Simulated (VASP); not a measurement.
# Ir (Im-3m) in VASP: further runs

Runs on Ir. Level: revPBE. Tasks: single point, relaxation of cell and atoms.

All numbers are computed with VASP 6.6.1; they aren't measurements. Logs are shortened: lines on timing, memory, paths and dates and some standing lists are left out, and cuts for length are marked.

## Step 1: The cell of the first run

It takes space group Im-3m (No. 229, cubic). Conventional cell: a = 3.241 Å, b = 3.241 Å, c = 3.241 Å, α = 90.00°, β = 90.00°, γ = 90.00°. Within 3.7 Å of Ir (site symmetry m-3m) lie 14 Ir at 2.81 to 3.24 Å.

## Step 2: Single point, revPBE (volume scaled by 1.12)

Input file INCAR:

```
SYSTEM = Ir
ALGO = Normal
EDIFF = 1E-6
ENCUT = 520
GGA = RE
ISIF = 2
ISMEAR = -1
LASPH = .TRUE.
LCHARG = .FALSE.
LREAL = .FALSE.
LWAVE = .FALSE.
NBANDS = 10
NELM = 100
PREC = Accurate
SIGMA = 0.1
```

Input file KPOINTS:

```
k-points
0
G
  16 16 16
  0 0 0
```

Input file POSCAR:

```
Ir
1.0
   -1.6207232612      1.6207232612      1.6207232612
    1.6207232612     -1.6207232612      1.6207232612
    1.6207232612      1.6207232612     -1.6207232612
Ir
1
Direct
    0.0000000000      0.0000000000      0.0000000000
```

Potentials or basis: VASP PAW PBE potentials, release 64 (Ir).

The run is started by

```
$ cat potpaw_PBE.64/Ir/POTCAR > POTCAR
$ mpirun -np 1 vasp_std > vasp.out
```

OUTCAR:

```text
SYSTEM = Ir
   EDIFF = 1E-6
   ENCUT = 520
   GGA = RE
   ISIF = 2
   ISMEAR = -1
   LASPH = .TRUE.
   LREAL = .FALSE.
   NELM = 100
   PREC = Accurate

 ion  position               nearest neighbor table
   1  0.000  0.000  0.000-

  LATTYP: Found a body centered cubic cell.
 ALAT       =     3.2414465224

  Lattice vectors:

 A1 = (  -1.6207232612,   1.6207232612,   1.6207232612)
 A2 = (   1.6207232612,  -1.6207232612,   1.6207232612)
 A3 = (   1.6207232612,   1.6207232612,  -1.6207232612)

Analysis of symmetry for initial positions (statically):
=====================================================================
 Subroutine PRICEL returns:
 Original cell was already a primitive cell.

 Routine SETGRP: Setting up the symmetry group for a
 body centered cubic supercell.

 Subroutine GETGRP returns: Found 48 space group operations
 (whereof 48 operations were pure point group operations)
 out of a pool of 48 trial point group operations.

The static configuration has the point symmetry O_h .

Analysis of symmetry for dynamics (positions and initial velocities):
=====================================================================
 Subroutine PRICEL returns:
 Original cell was already a primitive cell.

 Routine SETGRP: Setting up the symmetry group for a
 body centered cubic supercell.

 Subroutine GETGRP returns: Found 48 space group operations
 (whereof 48 operations were pure point group operations)
 out of a pool of 48 trial point group operations.

The dynamic configuration has the point symmetry O_h .

 Subroutine INISYM returns: Found 48 space group operations
 (whereof 48 operations are pure point group operations),
 and found     1 'primitive' translations

----------------------------------------------------------------------------------------

                                     Primitive cell

  volume of cell :      17.0289

  direct lattice vectors                    reciprocal lattice vectors
    -1.620723261  1.620723261  1.620723261     0.000000000  0.308504241  0.308504241
     1.620723261 -1.620723261  1.620723261     0.308504241  0.000000000  0.308504241
     1.620723261  1.620723261 -1.620723261     0.308504241  0.308504241  0.000000000

  length of vectors
     2.807175033  2.807175033  2.807175033     0.436290882  0.436290882  0.436290882
[... 75 lines left out ...]
   LSORBIT =      F    spin-orbit coupling
   LASPH  =      T    aspherical Exc in radial PAW
   ENCUT  =  520.0 eV  38.22 Ry    6.18 a.u.   5.22  5.22  5.22*2*pi/ulx,y,z
   NELM   =    100;   NELMIN=  2; NELMDL= -5     # of ELM steps
   EDIFF  = 0.1E-05   stopping-criterion for ELM
   LREAL  =      F    real-space projection
   EDIFFG = 0.1E-04   stopping-criterion for IOM
   NSW    =      0    number of steps for IOM
   IBRION =     -1    ionic relax: 0-MD 1-quasi-New 2-CG
   NFREE  =      0    steps in history (QN), initial steepest desc. (CG)
   ISIF   =      2    stress and relaxation
   ISYM   =      2    0-nonsym 1-usesym 2-fastsym
   POTIM  = 0.5000    time-step for ionic-motion
   TEBEG  =    0.0;   TEEND  =   0.0 temperature during run
   PSTRESS=    0.0 pullay stress
   NELECT =       9.0000    total number of electrons
   NUPDOWN=      -1.0000    fix difference up-down
   EMIN   =  10.00;   EMAX   =-10.00  energy-range for DOS
   EFERMI =   0.00;   METHOD = LEGACY
   ISMEAR =    -1;   SIGMA  =   0.10  broadening in eV -4-tet -1-fermi 0-gaus
   EFERMI_NEDOS =   21; number of points for ismear=-14 and -15
   IALGO  =     38    algorithm
   IMIX   =      4    mixing-type and parameters
     AMIX     =   0.40;   BMIX     =  1.00
     AMIX_MAG =   1.60;   BMIX_MAG =  1.00
  volume/ion in A,a.u.               =      17.03       114.92
  Fermi-wavevector in a.u.,A,eV,Ry     =   1.323610  2.501261 23.836648  1.751944
  Thomas-Fermi vector in A             =   2.453206
   LORBIT       =      0    0 simple, 1 ext, 2 COOP (PROOUT), +10 PAW based schemes
   GGA     = RE    functional components
   LHFCALC =     F    Hartree Fock is set to
   AEXX    =    0.0000 exact exchange contribution
   IVDW    =     0    specifies the selected vdW correction
   LEPSILON=     F    determine dielectric tensor
   LRPA    =     F    only Hartree local field effects (RPA)
 non-spin polarized calculation
  energy-cutoff  :      520.00
  volume of cell :       17.03
 maximum number of plane-waves:       472
 NGX is ok and might be reduce to    24
   NGX = 11   NGY = 11   NGZ = 11

 number of electron       8.9999999 magnetization

 Free energy of the ion-electron system (eV)
  ---------------------------------------------------
  ext. energy  EPLUGINS =         0.00000000
  ---------------------------------------------------
  free energy    TOTEN  =        -7.58154063 eV

  energy without entropy =       -7.49279136  energy(sigma->0) =       -7.53716599

 E-fermi :   7.3413     XC(G=0): -12.8484

 val. band max:        7.3409435261   @ k =   0.3125   0.1875   0.1250
 cond. band min:       7.3425792740   @ k =   0.3125   0.2500   0.0625
 fundamental gap:      0.0016357479
 Fermi energy:         7.3412993009

 k-point     1 :       0.0000    0.0000    0.0000
  band No.  band energies     occupation
      1      -1.6757      2.00000
      2       4.5402      2.00000
      3       4.5402      2.00000
      4       4.5402      2.00000
      5       6.9580      1.95763
      6       6.9580      1.95763
      7      24.1439      0.00000
      8      24.1439      0.00000
      9      24.1439      0.00000
     10      33.1973      0.00000
[... 287 lines left out ...]
 k-point    24 :       0.2500    0.1875    0.0000
  band No.  band energies     occupation
      1       1.9752      2.00000
      2       3.5524      2.00000
      3       4.1796      2.00000
      4       6.5182      1.99947
      5       7.3288      1.06219
      6       9.1770      0.00000
      7      17.3794      0.00000
      8      20.3751      0.00000
      9      23.2906      0.00000
     10      27.7687      0.00000

 [... further k-points ...]
[... 5 lines left out ...]
  --------------------------------------------------------------------------------------
  -------------------------------------------------------------------------------------
  Total       -2.6185537     -2.6185537     -2.6185537      0.0000000     -0.0000000     -0.0000000
  in kB     -246.3686670   -246.3686670   -246.3686670      0.0000000     -0.0000000     -0.0000000
  external PRESSURE =    -246.3686670 kB  Pullay stress =       0.0000000 kB

 VOLUME and BASIS-vectors are now :
 -----------------------------------------------------------------------------
  energy-cutoff  :      520.00
  volume of cell :       17.03
      direct lattice vectors                 reciprocal lattice vectors
    -1.620723261  1.620723261  1.620723261     0.000000000  0.308504241  0.308504241
     1.620723261 -1.620723261  1.620723261     0.308504241  0.000000000  0.308504241
     1.620723261  1.620723261 -1.620723261     0.308504241  0.308504241  0.000000000

 POSITION                                       TOTAL-FORCE (eV/Angst)
 -----------------------------------------------------------------------------------
      0.00000      0.00000      0.00000         0.000000     -0.000000      0.000000
 -----------------------------------------------------------------------------------
    total drift:                                0.000000      0.000000     -0.000000

  FREE ENERGIE OF THE ION-ELECTRON SYSTEM (eV)
  ---------------------------------------------------
  free  energy   TOTEN  =        -7.5815406255 eV

  energy  without entropy=       -7.4927913561  energy(sigma->0) =       -7.53716599
```

OSZICAR:

```text
N       E                     dE             d eps       ncg     rms          rms(c)
DAV:   1     0.464254233799E+02    0.46425E+02   -0.41713E+03  2932   0.791E+02
DAV:   2    -0.709526161713E+01   -0.53521E+02   -0.51081E+02  2952   0.187E+02
DAV:   3    -0.805240741491E+01   -0.95715E+00   -0.94748E+00  3378   0.304E+01
DAV:   4    -0.806097622710E+01   -0.85688E-02   -0.85670E-02  3256   0.267E+00
DAV:   5    -0.806116283271E+01   -0.18661E-03   -0.18660E-03  3328   0.388E-01    0.957E+00
DAV:   6    -0.763378113704E+01    0.42738E+00   -0.99665E-01  3250   0.115E+01    0.418E+00
DAV:   7    -0.758511592355E+01    0.48665E-01   -0.19584E-01  3350   0.457E+00    0.182E+00
DAV:   8    -0.758241280943E+01    0.27031E-02   -0.84216E-03  3180   0.124E+00    0.828E-01
DAV:   9    -0.758153216312E+01    0.88065E-03   -0.85169E-04  3220   0.410E-01    0.254E-02
DAV:  10    -0.758153986928E+01   -0.77062E-05   -0.74080E-06  3368   0.256E-02    0.514E-03
DAV:  11    -0.758154062549E+01   -0.75620E-06   -0.38370E-07  1854   0.645E-03
   1 F= -.75815406E+01 E0= -.75371660E+01  d E =-.887493E-01
```

Wall time 9.1 s (1 thread of Intel Xeon Platinum 8488C (Sapphire Rapids), shared host); peak memory 0.16 GiB.

Results:

```
Free energy : -7.5815 eV
Pressure    : -24.6 GPa
```

Caveat: the cell differs from its parent crystal (volume scaled by 1.12); the PAW data sets were made with another functional, which shifts forces and pressure a little; spin-orbit coupling is left out, which moves the levels of the heavy elements.

## Step 3: Relaxation of cell and atoms, revPBE

This run uses another cell than the first one, of 14.15 Å³/atom, 0.831 times its volume.

Input file INCAR:

```
PREC = Accurate ; ENCUT = 600
EDIFF = 1E-7 ; ISMEAR = -1
SIGMA = 0.1 ; LREAL = F
LASPH = T ; NELM = 60
ALGO = Normal ; ISIF = 3
LWAVE = F ; LCHARG = F
GGA = RE ; IBRION = 2
NSW = 80 ; EDIFFG = -0.01
```

Input file KPOINTS:

```
Automatic mesh
0
Gamma
  14 14 14
```

Input file POSCAR:

```
Ir
1.0
   -1.5236668997      1.5236668997      1.5236668997
    1.5236668997     -1.5236668997      1.5236668997
    1.5236668997      1.5236668997     -1.5236668997
Ir
1
Direct
    0.0000000000      0.0000000000      0.0000000000
```

Potentials or basis: VASP PAW PBE potentials, release 64 (Ir).

The run is started by

```
$ cat potpaw_PBE.64/Ir/POTCAR > POTCAR
$ mpirun -np 1 vasp_std > vasp.out
```

OUTCAR:

```text
PREC = Accurate
   ENCUT = 600
   EDIFF = 1E-7
   ISMEAR = -1
   LREAL = F
   LASPH = T
   NELM = 60
   ISIF = 3
   GGA = RE
   IBRION = 2
   NSW = 80
   EDIFFG = -0.01

 ion  position               nearest neighbor table
   1  0.000  0.000  0.000-

  LATTYP: Found a body centered cubic cell.
 ALAT       =     3.0473337994

  Lattice vectors:

 A1 = (  -1.5236668997,   1.5236668997,   1.5236668997)
 A2 = (   1.5236668997,  -1.5236668997,   1.5236668997)
 A3 = (   1.5236668997,   1.5236668997,  -1.5236668997)

Analysis of symmetry for initial positions (statically):
=====================================================================
 Subroutine PRICEL returns:
 Original cell was already a primitive cell.

 Routine SETGRP: Setting up the symmetry group for a
 body centered cubic supercell.

 Subroutine GETGRP returns: Found 48 space group operations
 (whereof 48 operations were pure point group operations)
 out of a pool of 48 trial point group operations.

The static configuration has the point symmetry O_h .

Analysis of symmetry for dynamics (positions and initial velocities):
=====================================================================
 Subroutine PRICEL returns:
 Original cell was already a primitive cell.

 Routine SETGRP: Setting up the symmetry group for a
 body centered cubic supercell.

 Subroutine GETGRP returns: Found 48 space group operations
 (whereof 48 operations were pure point group operations)
 out of a pool of 48 trial point group operations.

The dynamic configuration has the point symmetry O_h .

 Subroutine INISYM returns: Found 48 space group operations
 (whereof 48 operations are pure point group operations),
 and found     1 'primitive' translations

----------------------------------------------------------------------------------------

                                     Primitive cell

  volume of cell :      14.1491

  direct lattice vectors                    reciprocal lattice vectors
[... 102 lines left out ...]
   IALGO  =     38    algorithm
   IMIX   =      4    mixing-type and parameters
     AMIX     =   0.40;   BMIX     =  1.00
     AMIX_MAG =   1.60;   BMIX_MAG =  1.00
  volume/ion in A,a.u.               =      14.15        95.48
  Fermi-wavevector in a.u.,A,eV,Ry     =   1.407923  2.660589 26.970118  1.982248
  Thomas-Fermi vector in A             =   2.530133
   LORBIT       =      0    0 simple, 1 ext, 2 COOP (PROOUT), +10 PAW based schemes
   GGA     = RE    functional components
   LHFCALC =     F    Hartree Fock is set to
   AEXX    =    0.0000 exact exchange contribution
   IVDW    =     0    specifies the selected vdW correction
   LEPSILON=     F    determine dielectric tensor
   LRPA    =     F    only Hartree local field effects (RPA)
 conjugate gradient relaxation of ions
 non-spin polarized calculation
  energy-cutoff  :      600.00
  volume of cell :       14.15
 maximum number of plane-waves:       490
 NGX is ok and might be reduce to    24
   NGX = 11   NGY = 11   NGZ = 11

--------------------------------------- Ionic step        1  -------------------------------------------

 number of electron       9.0000000 magnetization

 Free energy of the ion-electron system (eV)
  ---------------------------------------------------
  ext. energy  EPLUGINS =         0.00000000
  ---------------------------------------------------
  free energy    TOTEN  =        -7.65786768 eV

  energy without entropy =       -7.59068664  energy(sigma->0) =       -7.62427716

 E-fermi :  10.2132     XC(G=0): -13.9397

 val. band max:       10.2088221867   @ k =   0.2143   0.2143   0.2143
 cond. band min:      10.2132039988   @ k =   0.2857   0.1429  -0.0000
 fundamental gap:      0.0043818121
 Fermi energy:        10.2131904285

 k-point     1 :       0.0000    0.0000    0.0000
  band No.  band energies     occupation
      1      -0.6346      2.00000
      2       6.4839      2.00000
      3       6.4839      2.00000
      4       6.4839      2.00000
      5       9.6390      1.99360
      6       9.6390      1.99360
      7      27.1506      0.00000
      8      27.1506      0.00000
[... 351 lines left out ...]
  FREE ENERGIE OF THE ION-ELECTRON SYSTEM (eV)
  ---------------------------------------------------
  free  energy   TOTEN  =        -7.7383791527 eV

  energy  without entropy=       -7.6640173594  energy(sigma->0) =       -7.70119826

[... ionic steps 4 to 14 ...]

--------------------------------------- Ionic step       15  -------------------------------------------

 number of electron       9.0000000 magnetization

------------------------ aborting loop because EDIFF is reached ----------------------------------------
[... 65 lines left out ...]
--------------------------------------- Ionic step       17  -------------------------------------------

 number of electron       9.0000000 magnetization

 Free energy of the ion-electron system (eV)
  ---------------------------------------------------
  ext. energy  EPLUGINS =         0.00000000
  ---------------------------------------------------
  free energy    TOTEN  =        -7.73930771 eV

  energy without entropy =       -7.66570105  energy(sigma->0) =       -7.70250438

 E-fermi :   9.0180     XC(G=0): -13.5042

 val. band max:        9.0115865150   @ k =   0.2857   0.1429  -0.0000
 cond. band min:       9.0228816621   @ k =   0.2857   0.2143   0.0714
 fundamental gap:      0.0112951471
 Fermi energy:         9.0180065185

 k-point     1 :       0.0000    0.0000    0.0000
  band No.  band energies     occupation
      1      -1.0826      2.00000
      2       5.6813      2.00000
      3       5.6813      2.00000
      4       5.6813      2.00000
      5       8.5278      1.98525
      6       8.5278      1.98525
      7      25.9297      0.00000
      8      25.9297      0.00000
[... 281 lines left out ...]
  FREE ENERGIE OF THE ION-ELECTRON SYSTEM (eV)
  ---------------------------------------------------
  free  energy   TOTEN  =        -7.7393077121 eV

  energy  without entropy=       -7.6657010549  energy(sigma->0) =       -7.70250438

 reached required accuracy - stopping structural energy minimisation
```

Run time: 39 s. Hardware: 1 thread of Intel Xeon Platinum 8488C (Sapphire Rapids), shared host; peak memory 0.16 GiB.

What came out:

- Free energy: -7.7393 eV
- Relaxed volume: 15.22 Å³/atom
- Relaxed cell: a = 2.704 Å, b = 2.704 Å, c = 2.704 Å, α = 109.47°, β = 109.47°, γ = 109.47°
- Space group after relaxing (to 0.05 Å): Im-3m (No. 229)
- Energy gained by relaxing: 81.4 meV/atom
- Ionic steps: 17
- Pressure after relaxing: 0.1 GPa

The path:
| step | energy change (eV) | largest force (eV/Å) | pressure (GPa) | volume (Å³) |
| --- | --- | --- | --- | --- |
| 1 | 0.0000 | 0.0000 | 26.16 | 14.15 |
| 2 | 0.5611 | 0.0000 | -37.73 | 19.43 |
| 3 | -0.0805 | 0.0000 | -2.35 | 15.35 |
| 4 | -0.0814 | 0.0000 | -0.29 | 15.24 |
| 5 | -0.0814 | 0.0000 | 0.14 | 15.22 |
| 6 | -0.0814 | 0.0000 | 0.14 | 15.22 |
| 7 | -0.0814 | 0.0000 | 0.14 | 15.22 |
| 8 | -0.0814 | 0.0000 | 0.13 | 15.22 |
| 9 | -0.0814 | 0.0000 | 0.13 | 15.22 |
| 10 | -0.0814 | 0.0000 | 0.13 | 15.22 |
| 11 | -0.0814 | 0.0000 | 0.13 | 15.22 |
| 12 | -0.0814 | 0.0000 | 0.13 | 15.22 |
| 13 | -0.0814 | 0.0000 | 0.13 | 15.22 |
| 14 | -0.0814 | 0.0000 | 0.13 | 15.22 |
| 15 | -0.0814 | 0.0000 | 0.13 | 15.22 |
| 16 | -0.0814 | 0.0000 | 0.11 | 15.22 |
| 17 | -0.0814 | 0.0000 | 0.09 | 15.22 |

Final structure:
```
CELL_PARAMETERS angstrom
-1.56122 1.56122 1.56122
1.56122 -1.56122 1.56122
1.56122 1.56122 -1.56122
ATOMIC_POSITIONS crystal
Ir 0.00000 0.00000 0.00000
```

Caveat: the PAW data sets were made with another functional, which shifts forces and pressure a little; spin-orbit coupling is left out, which moves the levels of the heavy elements.

## Step 4: Single point, revPBE

This run uses another cell than the first one, of 15.20 Å³/atom, 0.893 times its volume.

Input file INCAR:

```
SYSTEM = Ir
PREC     = Accurate       ! precision mode
ENCUT    = 520            ! plane-wave cutoff, eV
EDIFF    = 1E-6           ! SCF threshold, eV
ISMEAR   = -1             ! smearing method
SIGMA    = 0.1            ! smearing width, eV
LREAL    = .False.        ! projectors in reciprocal space
LASPH    = .True.         ! aspherical terms in the spheres
NELM     = 80             ! most SCF steps
ALGO     = Normal         ! electronic algorithm
ISIF     = 2              ! what is computed and relaxed
LWAVE    = .False.        ! write WAVECAR
LCHARG   = .True.         ! write CHGCAR
GGA      = RE             ! functional
LELF     = .True.         ! ELF
LVHAR    = .True.       
NBANDS   = 10             ! bands
```

Input file KPOINTS:

```
Automatic mesh
0
Gamma
  23 23 23
  0 0 0
```

Input file POSCAR:

```
Ir
1.0
   -1.5606404450      1.5606404450      1.5606404450
    1.5606404450     -1.5606404450      1.5606404450
    1.5606404450      1.5606404450     -1.5606404450
Ir
1
Direct
    0.0000000000      0.0000000000      0.0000000000
```

The run is started by

```
$ cat potpaw_PBE.64/Ir/POTCAR > POTCAR
$ mpirun -np 1 vasp_std > vasp.out
```

Wall time 22 s (1 thread of Intel Xeon Platinum 8488C (Sapphire Rapids), shared host); peak memory 0.17 GiB.

The run converged. Its results:

```
Free energy : -7.7365 eV
Pressure    : 0.5 GPa
```

Levels at points of the mesh, in eV from the Fermi level:
```tsv
k point	band 2	band 3	band 4	band 5	band 6	band 7
(0.00, 0.00, 0.00)	-3.35	-3.35	-3.35	-0.50	-0.50	16.91
```

Caveat: the PAW data sets were made with another functional, which shifts forces and pressure a little; spin-orbit coupling is left out, which moves the levels of the heavy elements.

## Step 5: The runs side by side

| task | cell | k mesh | cutoff (eV) | gap on the mesh (eV) | pressure (GPa) |
| --- | --- | --- | --- | --- | --- |
| single point | a = 2.807 Å, angles 109.5°, 1 atom | 16 × 16 × 16 | 520 | none | -24.6 |
| relaxation of cell and atoms | relaxed from a = 2.639 Å, angles 109.5°, 1 atom | 14 × 14 × 14 | 600 | none | 0.1 |
| single point | a = 2.703 Å, angles 109.5°, 1 atom | 23 × 23 × 23 | 520 | none | 0.5 |

Alike in all rows: level revPBE; potentials or basis VASP PAW PBE potentials, release 64 (Ir); no spin polarisation; smearing fermi-dirac 0.1 eV.

Caveats: the PAW data sets were made with another functional, which shifts forces and pressure a little; spin-orbit coupling is left out, which moves the levels of the heavy elements.

Total energies depend on the potentials used, so only differences within one code and one set of settings carry meaning.
